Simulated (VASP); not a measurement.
Write the native input for VASP 6.6.1 that does the following.

| Property | Result |
| --- | --- |
| Task | relaxation of cell and atoms |
| Functional | PBE |
| Potentials or basis | VASP PAW PBE potentials, release 64 (Mg, Cd, Se) |
| Cutoff | 600 eV |
| k mesh | 4 × 4 × 1 |
| Occupations | gaussian, width 0.1 eV |
| Spin | no spin polarisation |
| Dipole correction | no |
| Further INCAR settings | ALGO = Normal; EDIFF = 1e-06; IBRION = 2; EDIFFG = -0.025; NSW = 80; ISIF = 3 |

The structure of Mg3CdSe4 lies in POSCAR:

```
Mg3CdSe4
1.0
    4.2217876439      0.0447278198     -0.0604186048
    0.0447278198      4.3640578190     -0.0425914031
   -0.1697628138     -0.1196723500     12.0944139701
Mg Cd Se
3 1 4
Direct
    1.0204015610     -0.0062162728      0.7533492296
    0.4888030573      0.5001548776      0.0088196396
    0.9994010755      0.0122309954      0.2442197409
    0.5422758132      0.4896442077      0.4882444242
    0.4863498308     -0.0039660390      0.1257651870
   -0.0273225942      0.5034239530      0.3668296692
    0.4867071222     -0.0108932740      0.6410885462
    0.0033841343      0.5156215520      0.8716835632
```

These files were run (other wordings do the same):

INCAR

```
PREC     = Accurate       # precision mode
ENCUT    = 600            # plane-wave cutoff, eV
EDIFF    = 1E-6           # SCF threshold, eV
ISMEAR   = 0              # smearing method
SIGMA    = 0.1            # smearing width, eV
LREAL    = False          # projectors in reciprocal space
LASPH    = True           # aspherical terms in the spheres
NELM     = 60             # most SCF steps
ALGO     = Normal         # electronic algorithm
ISIF     = 3              # what is computed and relaxed
LWAVE    = False          # write WAVECAR
LCHARG   = False          # write CHGCAR
GGA      = PE             # functional
IBRION   = 2              # ionic algorithm
NSW      = 80             # ionic steps
EDIFFG   = -0.025         # ionic threshold
```

KPOINTS

```
Automatic mesh
0
Gamma
  4 4 1
```

Potentials or basis: VASP PAW PBE potentials, release 64 (Mg, Cd, Se).

Launch:

```sh
$ cat potpaw_PBE.64/Mg/POTCAR potpaw_PBE.64/Cd/POTCAR potpaw_PBE.64/Se/POTCAR > POTCAR
$ mpirun -np 1 vasp_std > vasp.out
```

Results of the run:

```json
{
 "Relaxed volume": "27.65 Å³/atom",
 "Relaxed cell": "a = 4.299 Å, b = 4.298 Å, c = 11.972 Å, α = 90.00°, β = 89.99°, γ = 90.05°",
 "Space group after relaxing (to 0.1 Å)": "P-4m2 (No. 115)",
 "Energy gained by relaxing": "80.5 meV/atom",
 "Ionic steps": "18",
 "Pressure after relaxing": "0.0 GPa",
 "Largest force after relaxing": "0.022 eV/Å",
 "Band gap on the k mesh": "1.86 eV"
}
```

Caveat: the k points lie up to 0.52 Å⁻¹ apart in the final cell.

Wall time 6.9 min on 1 thread of Intel(R) Xeon(R) 6975P-C (Granite Rapids), with other jobs on the host, peak memory 0.41 GiB.
